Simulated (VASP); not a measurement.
# Y2Tl in VASP: single point with PBEsol

Aim: the single point of Y2Tl with PBEsol.

All numbers are computed with VASP 6.6.1; they aren't measurements. Logs are shortened: lines on timing, memory, paths and dates and some standing lists are left out, and cuts for length are marked.

### Step 1. The cell of the first run

The typed cell holds 6 atoms: a = 5.321 Å, b = 5.321 Å, c = 6.638 Å, α = 90.00°, β = 90.00°, γ = 60.00°.

### Step 2. Single point, PBEsol

Contents of INCAR:

```
ALGO = Normal
EDIFF = 1E-6
ENCUT = 520
GGA = PS
ISIF = 2
ISMEAR = -1
LASPH = T
LCHARG = T
LELF = T
LREAL = F
LVHAR = T
LWAVE = F
NBANDS = 44
NELM = 100
PREC = Accurate
SIGMA = 0.1
```

Contents of KPOINTS:

```
k-points
0
Gamma
  7 7 5
```

Contents of POSCAR:

```
Y2Tl
1.0
    2.6606300000      4.6083450000      0.0000000000
   -2.6606300000      4.6083450000      0.0000000000
    0.0000000000      0.0000000000      6.6380220000
Tl Y
2 4
Direct
    0.3333000000      0.3334000000      0.2500000000
    0.6666000000      0.6667000000      0.7500000000
    0.3333000000      0.3334000000      0.7500000000
    0.6666000000      0.6667000000      0.2500000000
    0.0000000000      0.0000000000      0.0000000000
    0.0000000000      0.0000000000      0.5000000000
```

Potentials or basis: VASP PAW PBE potentials, release 64 (Tl_d, Y_sv).

Started as:

```bash
cat potpaw_PBE.64/Tl_d/POTCAR potpaw_PBE.64/Y_sv/POTCAR > POTCAR
mpirun -np 1 vasp_std > vasp.out
```

OUTCAR:

```text
EDIFF = 1E-6
   ENCUT = 520
   GGA = PS
   ISIF = 2
   ISMEAR = -1
   LASPH = T
   LREAL = F
   NELM = 100
   PREC = Accurate

 ion  position               nearest neighbor table
   1  0.333  0.333  0.250-   4 3.07   4 3.07   4 3.07   3 3.32   3 3.32   6 3.49   5 3.49   6 3.49
                             5 3.49   6 3.49   5 3.49
   2  0.667  0.667  0.750-   3 3.07   3 3.07   3 3.07   4 3.32   4 3.32   5 3.49   6 3.49   6 3.49
                             5 3.49   5 3.49   6 3.49
   3  0.333  0.333  0.750-   2 3.07   2 3.07   2 3.07   1 3.32   1 3.32   6 3.49   5 3.49   6 3.49
                             5 3.49   6 3.49   5 3.49
   4  0.667  0.667  0.250-   1 3.07   1 3.07   1 3.07   2 3.32   2 3.32   5 3.49   6 3.49   6 3.49
                             5 3.49   5 3.49   6 3.49
   5  0.000  0.000  0.000-   6 3.32   6 3.32   2 3.49   4 3.49   1 3.49   3 3.49   1 3.49   2 3.49
                             3 3.49   4 3.49   2 3.49   4 3.49   1 3.49   3 3.49
   6  0.000  0.000  0.500-   5 3.32   5 3.32   2 3.49   4 3.49   1 3.49   3 3.49   1 3.49   2 3.49
                             3 3.49   4 3.49   2 3.49   4 3.49   1 3.49   3 3.49

  LATTYP: Found a hexagonal cell.
 ALAT       =     5.3212588394
 C/A-ratio  =     1.2474533189

  Lattice vectors:

 A1 = (   2.6606300000,  -4.6083450000,   0.0000000000)
 A2 = (   2.6606300000,   4.6083450000,   0.0000000000)
 A3 = (   0.0000000000,   0.0000000000,   6.6380220000)

Analysis of symmetry for initial positions (statically):
=====================================================================
 Subroutine PRICEL returns:
 Original cell was already a primitive cell.

 Routine SETGRP: Setting up the symmetry group for a
 hexagonal supercell.

 Subroutine GETGRP returns: Found  4 space group operations
 (whereof  2 operations were pure point group operations)
 out of a pool of 24 trial point group operations.

The static configuration has the point symmetry C_2 .
 The point group associated with its full space group is C_2v.

Analysis of symmetry for dynamics (positions and initial velocities):
=====================================================================
 Subroutine PRICEL returns:
 Original cell was already a primitive cell.

 Routine SETGRP: Setting up the symmetry group for a
 hexagonal supercell.

 Subroutine GETGRP returns: Found  4 space group operations
 (whereof  2 operations were pure point group operations)
 out of a pool of 24 trial point group operations.

The dynamic configuration has the point symmetry C_2 .
 The point group associated with its full space group is C_2v.

 Subroutine INISYM returns: Found  4 space group operations
 (whereof  2 operations are pure point group operations),
 and found     1 'primitive' translations

----------------------------------------------------------------------------------------

                                     Primitive cell

  volume of cell :     162.7789

  direct lattice vectors                    reciprocal lattice vectors
     2.660630000  4.608345000  0.000000000     0.187925416  0.108498821  0.000000000
    -2.660630000  4.608345000  0.000000000    -0.187925416  0.108498821  0.000000000
     0.000000000  0.000000000  6.638022000     0.000000000  0.000000000  0.150647286

  length of vectors
     5.321258839  5.321258839  6.638022000     0.216997595  0.216997595  0.150647286

  position of ions in fractional coordinates (direct lattice)
     0.333300000  0.333400000  0.250000000
     0.666600000  0.666700000  0.750000000
     0.333300000  0.333400000  0.750000000
     0.666600000  0.666700000  0.250000000
     0.000000000  0.000000000  0.000000000
     0.000000000  0.000000000  0.500000000

  ion indices of the primitive-cell ions
   primitive index   ion index
                 1           1
                 2           2
                 3           3
                 4           4
                 5           5
                 6           6

----------------------------------------------------------------------------------------

 KPOINTS: k-points

Automatic generation of k-mesh.
 Grid dimensions read from file:
 generate k-points for:    7    7    5

 Generating k-lattice:

  Cartesian coordinates                     Fractional coordinates (reciprocal lattice)
     0.026846488  0.015499832  0.000000000     0.142857143 -0.000000000  0.000000000
    -0.026846488  0.015499832  0.000000000    -0.000000000  0.142857143  0.000000000
     0.000000000  0.000000000  0.030129457     0.000000000  0.000000000  0.200000000

  Length of vectors
     0.030999656  0.030999656  0.030129457

  Shift w.r.t. Gamma in fractional coordinates (k-lattice)
     0.000000000  0.000000000  0.000000000

 Subroutine IBZKPT returns following result:
 ===========================================

 Found     48 irreducible k-points:

 Following reciprocal coordinates:
            Coordinates               Weight
  0.000000  0.000000  0.000000      1.000000
  0.142857  0.000000  0.000000      4.000000
  0.142857  0.142857  0.000000      2.000000
  0.285714 -0.000000  0.000000      4.000000
  0.285714  0.285714  0.000000      2.000000
  0.428571  0.000000  0.000000      4.000000
[... 16 lines left out ...]
  0.428571  0.428571  0.200000      4.000000
  0.285714  0.142857  0.200000      8.000000
 [... further k-points ...]
   k-points           NKPTS =     48   k-points in BZ     NKDIM =     48   number of bands    NBANDS=     44
   number of dos      NEDOS =    301   number of ions     NIONS =      6
   total plane-waves  NPLWV =  80000
   dimension x,y,z NGX =    40 NGY =   40 NGZ =   50
   dimension x,y,z NGXF=    80 NGYF=   80 NGZF=  100
   ions per type =               2   4
   NGX,Y,Z   is equivalent  to a cutoff of  12.50, 12.50, 12.52 a.u.
   NGXF,Y,Z  is equivalent  to a cutoff of  24.99, 24.99, 25.04 a.u.
 SYSTEM =  unknown system
   PREC   = accura    normal or accurate (medium, high low for compatibility)
   ISTART =      0    job   : 0-new  1-cont  2-samecut
   ICHARG =      2    charge: 1-file 2-atom 10-const
   ISPIN  =      1    spin polarized calculation?
   LNONCOLLINEAR =      F non collinear calculations
   LSORBIT =      F    spin-orbit coupling
   LASPH  =      T    aspherical Exc in radial PAW
   ENCUT  =  520.0 eV  38.22 Ry    6.18 a.u.   9.89  9.89 12.34*2*pi/ulx,y,z
   NELM   =    100;   NELMIN=  2; NELMDL= -5     # of ELM steps
   EDIFF  = 0.1E-05   stopping-criterion for ELM
   LREAL  =      F    real-space projection
[... 7 lines left out ...]
   TEBEG  =    0.0;   TEEND  =   0.0 temperature during run
   PSTRESS=    0.0 pullay stress
   NELECT =      70.0000    total number of electrons
   NUPDOWN=      -1.0000    fix difference up-down
   EMIN   =  10.00;   EMAX   =-10.00  energy-range for DOS
   EFERMI =   0.00;   METHOD = LEGACY
   ISMEAR =    -1;   SIGMA  =   0.10  broadening in eV -4-tet -1-fermi 0-gaus
   EFERMI_NEDOS =   21; number of points for ismear=-14 and -15
   IALGO  =     38    algorithm
   IMIX   =      4    mixing-type and parameters
     AMIX     =   0.40;   BMIX     =  1.00
     AMIX_MAG =   1.60;   BMIX_MAG =  1.00
  volume/ion in A,a.u.               =      27.13       183.08
  Fermi-wavevector in a.u.,A,eV,Ry     =   1.235686  2.335108 20.775006  1.526920
  Thomas-Fermi vector in A             =   2.370325
   LORBIT       =      0    0 simple, 1 ext, 2 COOP (PROOUT), +10 PAW based schemes
   GGA     = PS    functional components
   LHFCALC =     F    Hartree Fock is set to
   AEXX    =    0.0000 exact exchange contribution
   IVDW    =     0    specifies the selected vdW correction
   LEPSILON=     F    determine dielectric tensor
   LRPA    =     F    only Hartree local field effects (RPA)
 non-spin polarized calculation
  energy-cutoff  :      520.00
  volume of cell :      162.78
 maximum number of plane-waves:      4411
   NGX = 19   NGY = 19   NGZ = 25

 number of electron      70.0000009 magnetization

 Free energy of the ion-electron system (eV)
  ---------------------------------------------------
  ext. energy  EPLUGINS =         0.00000000
  ---------------------------------------------------
  free energy    TOTEN  =       -34.86227218 eV

  energy without entropy =      -34.61307130  energy(sigma->0) =      -34.73767174

 E-fermi :   5.0931     XC(G=0): -10.4240

 val. band max:        5.0859455557   @ k =   0.2857   0.2857   0.2000
 cond. band min:       5.0940885909   @ k =   0.1429   0.0000   0.0000
 fundamental gap:      0.0081430352
 Fermi energy:         5.0931049058

 k-point     1 :       0.0000    0.0000    0.0000
  band No.  band energies     occupation
      1     -37.6633      2.00000
      2     -37.6187      2.00000
      3     -37.5709      2.00000
      4     -37.5574      2.00000
      5     -17.9202      2.00000
      6     -17.8651      2.00000
[... 36 lines left out ...]
     43       7.8634      0.00000
     44       8.3955      0.00000

 k-point     2 :       0.1429    0.0000    0.0000
  band No.  band energies     occupation
      1     -37.6592      2.00000
      2     -37.6187      2.00000
      3     -37.5748      2.00000
      4     -37.5574      2.00000
      5     -17.9475      2.00000
      6     -17.8762      2.00000
[... 36 lines left out ...]
     43       7.8621      0.00000
     44       8.0083      0.00000

 k-point     3 :       0.1429    0.1429    0.0000
  band No.  band energies     occupation
      1     -37.6592      2.00000
      2     -37.6187      2.00000
      3     -37.5748      2.00000
      4     -37.5574      2.00000
      5     -17.9475      2.00000
      6     -17.8763      2.00000
[... 36 lines left out ...]
     43       7.8620      0.00000
     44       8.0082      0.00000

 k-point     4 :       0.2857   -0.0000    0.0000
  band No.  band energies     occupation
      1     -37.6481      2.00000
      2     -37.6190      2.00000
      3     -37.5855      2.00000
      4     -37.5573      2.00000
      5     -17.9945      2.00000
      6     -17.8982      2.00000
[... 882 lines left out ...]
     43       7.3947      0.00000
     44       7.9838      0.00000

 k-point    23 :       0.4286    0.4286    0.2000
  band No.  band energies     occupation
      1     -37.6319      2.00000
      2     -37.6204      2.00000
      3     -37.5954      2.00000
      4     -37.5620      2.00000
      5     -17.9784      2.00000
      6     -17.8990      2.00000
[... 36 lines left out ...]
     43       7.3947      0.00000
     44       7.9836      0.00000

 k-point    24 :       0.2857    0.1429    0.2000
  band No.  band energies     occupation
      1     -37.6476      2.00000
      2     -37.6210      2.00000
      3     -37.5807      2.00000
      4     -37.5607      2.00000
      5     -17.9387      2.00000
      6     -17.8684      2.00000
[... 36 lines left out ...]
     43       7.5400      0.00000
     44       8.3239      0.00000

 [... further k-points ...]

------------------------ aborting loop because EDIFF is reached ----------------------------------------

  FORCE on cell =-STRESS in cart. coord.  units (eV):
  Direction    XX          YY          ZZ          XY          YZ          ZX
  --------------------------------------------------------------------------------------
  -------------------------------------------------------------------------------------
  Total        0.3144445      0.3185345      0.2663801      0.0000000      0.0000000      0.0000000
  in kB        3.0949704      3.1352262      2.6218886      0.0000000      0.0000000      0.0000000
  external PRESSURE =       2.9506950 kB  Pullay stress =       0.0000000 kB

 VOLUME and BASIS-vectors are now :
 -----------------------------------------------------------------------------
  energy-cutoff  :      520.00
  volume of cell :      162.78
      direct lattice vectors                 reciprocal lattice vectors
     2.660630000  4.608345000  0.000000000     0.187925416  0.108498821  0.000000000
    -2.660630000  4.608345000  0.000000000    -0.187925416  0.108498821  0.000000000
     0.000000000  0.000000000  6.638022000     0.000000000  0.000000000  0.150647286

 POSITION                                       TOTAL-FORCE (eV/Angst)
 -----------------------------------------------------------------------------------
     -0.00027      3.07238      1.65951         0.000351     -0.001322      0.000000
     -0.00027      6.14431      4.97852         0.000351      0.001322      0.000000
     -0.00027      3.07238      4.97852         0.000639     -0.001379      0.000000
     -0.00027      6.14431      1.65951         0.000639      0.001379      0.000000
      0.00000      0.00000      0.00000        -0.000990     -0.000000      0.000000
      0.00000      0.00000      3.31901        -0.000990     -0.000000      0.000000
 -----------------------------------------------------------------------------------
    total drift:                               -0.000004      0.000000      0.000000

  FREE ENERGIE OF THE ION-ELECTRON SYSTEM (eV)
  ---------------------------------------------------
  free  energy   TOTEN  =       -34.8622721799 eV

  energy  without entropy=      -34.6130713012  energy(sigma->0) =      -34.73767174
```

Wall time 6.4 min (1 thread of Intel Xeon Platinum 8259CL at 2.50GHz (Skylake/Cascade Lake), shared host); peak memory 0.47 GiB.

What came out:

```
Free energy            : -34.8623 eV
Pressure               : 0.3 GPa
Band gap on the k mesh : zero (bands 35 and 36 overlap by 0.56 eV)
```

Caveat: the PAW data sets were made with another functional, which shifts forces and pressure a little; spin-orbit coupling is left out, which moves the levels of the heavy elements.
